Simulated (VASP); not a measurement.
# Ge (P6_3/mmc) in VASP: a series of runs

Runs on Ge. Level: LDA. Tasks: single point.

Program: VASP 6.6.1. These are calculated values, not measurements. Logs are shortened: lines on timing, memory, paths and dates and some standing lists are left out, and cuts for length are marked.

### Step 1. The cell of the first run

The structure is hexagonal, space group P6_3/mmc (No. 194). Conventional cell: a = 3.916 Å, b = 3.916 Å, c = 6.465 Å, α = 90.00°, β = 90.00°, γ = 120.00°. Within 3.2 Å of Ge (site symmetry 3m) lie 4 Ge at 2.40 to 2.42 Å.

This isn't the form of Ge at room conditions, which is diamond.

### Step 2. Single point, LDA

The input, INCAR:

```
SYSTEM = Ge
PREC     = Accurate       ! precision mode
ENCUT    = 520            ! plane-wave cutoff, eV
EDIFF    = 1E-7           ! SCF threshold, eV
ISMEAR   = -1             ! smearing method
SIGMA    = 0.05           ! smearing width, eV
LREAL    = .False.        ! projectors in reciprocal space
LASPH    = .True.         ! aspherical terms in the spheres
NELM     = 60             ! most SCF steps
ALGO     = Normal         ! electronic algorithm
ISIF     = 2              ! what is computed and relaxed
LWAVE    = .False.        ! write WAVECAR
LCHARG   = .False.        ! write CHGCAR
NBANDS   = 36             ! bands
```

The input, KPOINTS:

```
Automatic mesh
0
Gamma
  8 8 4
  0 0 0
```

The input, POSCAR:

```
Ge
1.0
    3.9159795603      0.0000000000      0.0000000000
   -1.9579897802      3.3913377800      0.0000000000
    0.0000000000      0.0000000000      6.4646589660
Ge
4
Direct
    0.3333333333      0.6666666667      0.9370987500
    0.6666666667      0.3333333333      0.4370987500
    0.3333333333      0.6666666667      0.5629012500
    0.6666666667      0.3333333333      0.0629012500
```

Potentials or basis: VASP PAW LDA potentials, release 64 (Ge_d).

Started as:

```bash
$ cat potpaw_LDA.64/Ge_d/POTCAR > POTCAR
$ mpirun -np 1 vasp_std > vasp.out
```

OUTCAR:

```text
SYSTEM = Ge
   PREC = Accurate
   ENCUT = 520
   EDIFF = 1E-7
   ISMEAR = -1
   LREAL = .False.
   LASPH = .True.
   NELM = 60
   ISIF = 2

 ion  position               nearest neighbor table
   1  0.333  0.667  0.937-   4 2.40   4 2.40   4 2.40   3 2.42
   2  0.667  0.333  0.437-   3 2.40   3 2.40   3 2.40   4 2.42
   3  0.333  0.667  0.563-   2 2.40   2 2.40   2 2.40   1 2.42
   4  0.667  0.333  0.063-   1 2.40   1 2.40   1 2.40   2 2.42

  LATTYP: Found a hexagonal cell.
 ALAT       =     3.9159795603
 C/A-ratio  =     1.6508408347

  Lattice vectors:

 A1 = (   3.9159795603,   0.0000000000,   0.0000000000)
 A2 = (  -1.9579897802,   3.3913377800,   0.0000000000)
 A3 = (   0.0000000000,   0.0000000000,   6.4646589660)

Analysis of symmetry for initial positions (statically):
=====================================================================
 Subroutine PRICEL returns:
 Original cell was already a primitive cell.

 Routine SETGRP: Setting up the symmetry group for a
 hexagonal supercell.

 Subroutine GETGRP returns: Found 24 space group operations
 (whereof 12 operations were pure point group operations)
 out of a pool of 24 trial point group operations.

The static configuration has the point symmetry D_3d.
 The point group associated with its full space group is D_6h.

Analysis of symmetry for dynamics (positions and initial velocities):
=====================================================================
 Subroutine PRICEL returns:
 Original cell was already a primitive cell.

 Routine SETGRP: Setting up the symmetry group for a
 hexagonal supercell.

 Subroutine GETGRP returns: Found 24 space group operations
 (whereof 12 operations were pure point group operations)
 out of a pool of 24 trial point group operations.

The dynamic configuration has the point symmetry D_3d.
 The point group associated with its full space group is D_6h.

 Subroutine INISYM returns: Found 24 space group operations
 (whereof 12 operations are pure point group operations),
 and found     1 'primitive' translations

----------------------------------------------------------------------------------------

                                     Primitive cell

[... 89 lines left out ...]
   LNONCOLLINEAR =      F non collinear calculations
   LSORBIT =      F    spin-orbit coupling
   LASPH  =      T    aspherical Exc in radial PAW
   ENCUT  =  520.0 eV  38.22 Ry    6.18 a.u.   7.28  7.28 12.02*2*pi/ulx,y,z
   NELM   =     60;   NELMIN=  2; NELMDL= -5     # of ELM steps
   EDIFF  = 0.1E-06   stopping-criterion for ELM
   LREAL  =      F    real-space projection
   EDIFFG = 0.1E-05   stopping-criterion for IOM
   NSW    =      0    number of steps for IOM
   IBRION =     -1    ionic relax: 0-MD 1-quasi-New 2-CG
   NFREE  =      0    steps in history (QN), initial steepest desc. (CG)
   ISIF   =      2    stress and relaxation
   ISYM   =      2    0-nonsym 1-usesym 2-fastsym
   POTIM  = 0.5000    time-step for ionic-motion
   TEBEG  =    0.0;   TEEND  =   0.0 temperature during run
   PSTRESS=    0.0 pullay stress
   NELECT =      56.0000    total number of electrons
   NUPDOWN=      -1.0000    fix difference up-down
   EMIN   =  10.00;   EMAX   =-10.00  energy-range for DOS
   EFERMI =   0.00;   METHOD = LEGACY
   ISMEAR =    -1;   SIGMA  =   0.05  broadening in eV -4-tet -1-fermi 0-gaus
   EFERMI_NEDOS =   21; number of points for ismear=-14 and -15
   IALGO  =     38    algorithm
   IMIX   =      4    mixing-type and parameters
     AMIX     =   0.40;   BMIX     =  1.00
     AMIX_MAG =   1.60;   BMIX_MAG =  1.00
  volume/ion in A,a.u.               =      21.46       144.84
  Fermi-wavevector in a.u.,A,eV,Ry     =   1.419772  2.682979 27.425962  2.015751
  Thomas-Fermi vector in A             =   2.540757
   LORBIT       =      0    0 simple, 1 ext, 2 COOP (PROOUT), +10 PAW based schemes
   GGA     = CA    functional components
   LHFCALC =     F    Hartree Fock is set to
   AEXX    =    0.0000 exact exchange contribution
   IVDW    =     0    specifies the selected vdW correction
   LEPSILON=     F    determine dielectric tensor
   LRPA    =     F    only Hartree local field effects (RPA)
 non-spin polarized calculation
  energy-cutoff  :      520.00
  volume of cell :       85.85
 maximum number of plane-waves:      2364
 NGX is ok and might be reduce to    30
   NGX = 15   NGY = 15   NGZ = 25

 number of electron      55.9999941 magnetization

 Free energy of the ion-electron system (eV)
  ---------------------------------------------------
  ext. energy  EPLUGINS =         0.00000000
  ---------------------------------------------------
  free energy    TOTEN  =       -20.68629933 eV

  energy without entropy =      -20.68506901  energy(sigma->0) =      -20.68568417

 E-fermi :   5.4139     XC(G=0): -10.5383

 val. band max:        5.2910164420   @ k =   0.0000   0.0000   0.0000
 cond. band min:       5.4457262666   @ k =   0.0000   0.0000   0.0000
 fundamental gap:      0.1547098246
 Fermi energy:         5.4138937120

 k-point     1 :       0.0000    0.0000    0.0000
  band No.  band energies     occupation
      1     -19.8105      2.00000
      2     -19.8105      2.00000
      3     -19.7659      2.00000
      4     -19.7654      2.00000
      5     -19.7654      2.00000
      6     -19.7514      2.00000
[... 925 lines left out ...]
     35      12.9901      0.00000
     36      12.9901      0.00000

 [... further k-points ...]

------------------------ aborting loop because EDIFF is reached ----------------------------------------

  FORCE on cell =-STRESS in cart. coord.  units (eV):
  Direction    XX          YY          ZZ          XY          YZ          ZX
  --------------------------------------------------------------------------------------
  -------------------------------------------------------------------------------------
  Total        1.4873802      1.4873802      1.3076577     -0.0000000      0.0000000      0.0000000
  in kB       27.7571902     27.7571902     24.4032446     -0.0000000      0.0000000      0.0000000
  external PRESSURE =      26.6392083 kB  Pullay stress =       0.0000000 kB

 VOLUME and BASIS-vectors are now :
 -----------------------------------------------------------------------------
  energy-cutoff  :      520.00
  volume of cell :       85.85
      direct lattice vectors                 reciprocal lattice vectors
     3.915979560  0.000000000  0.000000000     0.255363948  0.147434444  0.000000000
    -1.957989780  3.391337780  0.000000000     0.000000000  0.294868888  0.000000000
     0.000000000  0.000000000  6.464658966     0.000000000  0.000000000  0.154687201

 POSITION                                       TOTAL-FORCE (eV/Angst)
 -----------------------------------------------------------------------------------
     -0.00000      2.26089      6.05802         0.000000      0.000000     -0.017120
      1.95799      1.13045      2.82569        -0.000000     -0.000000     -0.017120
     -0.00000      2.26089      3.63896         0.000000      0.000000      0.017120
      1.95799      1.13045      0.40664         0.000000     -0.000000      0.017120
 -----------------------------------------------------------------------------------
    total drift:                               -0.000000      0.000000      0.000000

  FREE ENERGIE OF THE ION-ELECTRON SYSTEM (eV)
  ---------------------------------------------------
  free  energy   TOTEN  =       -20.6862993273 eV

  energy  without entropy=      -20.6850690071  energy(sigma->0) =      -20.68568417
```

OSZICAR:

```text
N       E                     dE             d eps       ncg     rms          rms(c)
DAV:   1     0.502899257662E+03    0.50290E+03   -0.28281E+04  2508   0.429E+03
DAV:   2     0.655001349492E+02   -0.43740E+03   -0.42548E+03  2160   0.815E+02
DAV:   3    -0.163810713994E+02   -0.81881E+02   -0.80559E+02  2344   0.205E+02
DAV:   4    -0.209990353130E+02   -0.46180E+01   -0.46007E+01  2552   0.571E+01
DAV:   5    -0.210871470831E+02   -0.88112E-01   -0.88084E-01  2416   0.884E+00    0.502E+00
DAV:   6    -0.208184203733E+02    0.26873E+00   -0.11798E-01  2348   0.212E+00    0.286E+00
DAV:   7    -0.206844957169E+02    0.13392E+00   -0.19596E-01  2308   0.238E+00    0.200E-01
DAV:   8    -0.206861721348E+02   -0.16764E-02   -0.14433E-02  2400   0.934E-01    0.930E-02
DAV:   9    -0.206863093268E+02   -0.13719E-03   -0.29678E-04  2552   0.104E-01    0.269E-02
DAV:  10    -0.206863000125E+02    0.93142E-05   -0.19664E-05  2688   0.564E-02    0.133E-02
DAV:  11    -0.206862995506E+02    0.46198E-06   -0.37484E-06  2524   0.167E-02    0.290E-03
DAV:  12    -0.206862993313E+02    0.21931E-06   -0.70862E-07  2152   0.676E-03    0.101E-03
DAV:  13    -0.206862993273E+02    0.39672E-08   -0.46620E-08  1348   0.176E-03
   1 F= -.20686299E+02 E0= -.20685684E+02  d E =-.123032E-02
```

Run time: 2.1 min. Hardware: 1 thread of Intel Xeon 8259CL, shared host; peak memory 0.2 GiB.

What came out:

```
Free energy            : -20.6863 eV
Pressure               : 2.7 GPa
Largest force          : 0.017 eV/Å
Band gap on the k mesh : zero (filled and empty bands touch)
```

Forces on the atoms (eV/Å):
```
Ge   0.000  0.000 -0.017
Ge   0.000  0.000 -0.017
Ge   0.000  0.000  0.017
Ge   0.000  0.000  0.017
```

Caveat: semilocal functionals underestimate gaps, so a narrow gap can read as zero.

### Step 3. Single point, LDA

This run uses another cell than the first one, of 22.38 Å³/atom.

The input, INCAR:

```
ALGO = Normal
EDIFF = 1E-7
ENCUT = 520
GGA = CA
ISIF = 2
ISMEAR = -1
LASPH = T
LCHARG = F
LREAL = F
LWAVE = F
NBANDS = 36
NELM = 80
PREC = Accurate
SIGMA = 0.05
```

The input, KPOINTS:

```
k-points
0
Gamma
  8 8 4
```

The input, POSCAR:

```
Ge
1.0
    3.9707555995      0.0000000000      0.0000000000
   -1.9853777998      3.4387752215      0.0000000000
    0.0000000000      0.0000000000      6.5550854883
Ge
4
Direct
    0.3333333333      0.6666666667      0.9370987500
    0.6666666667      0.3333333333      0.4370987500
    0.3333333333      0.6666666667      0.5629012500
    0.6666666667      0.3333333333      0.0629012500
```

Potentials or basis: VASP PAW LDA potentials, release 64 (Ge_d).

Started as:

```bash
$ cat potpaw_LDA.64/Ge_d/POTCAR > POTCAR
$ mpirun -np 1 vasp_std > vasp.out
```

Wall time 2.5 min (1 thread of Intel Xeon 8259CL, shared host); peak memory 0.21 GiB.

It converged, with:

| Quantity | Value |
| --- | --- |
| Free energy | -20.7103 eV |
| Pressure | -0.5 GPa |
| Largest force | 0.003 eV/Å |

Forces in eV/Å, atoms in the order of the input:
```
Ge   0.000  0.000 -0.003
Ge   0.000  0.000 -0.003
Ge   0.000  0.000  0.003
Ge   0.000  0.000  0.003
```

Stress tensor (GPa, compression positive):
```
-0.41  0.00  0.00
 0.00 -0.41  0.00
 0.00  0.00 -0.72
```

Levels at points of the mesh, in eV from the Fermi level:
```tsv
k point	band 24	band 25	band 26	band 27	band 28	band 29	band 30	band 31	band 32	band 33
(0.00, 0.00, 0.00)	-1.52	-1.52	-0.17	-0.14	0.00	0.11	0.11	2.23	2.23	2.73
(0.50, 0.00, 0.00)	-6.84	-4.70	-3.14	-2.91	-1.48	0.43	1.61	3.48	3.69	4.32
(0.00, 0.00, 0.50)	-4.89	-0.88	-0.88	-0.88	-0.88	0.64	0.64	3.35	3.35	3.35
(0.50, 0.00, 0.50)	-7.99	-2.61	-2.61	-2.47	-2.47	0.44	0.44	2.05	2.05	6.13
```
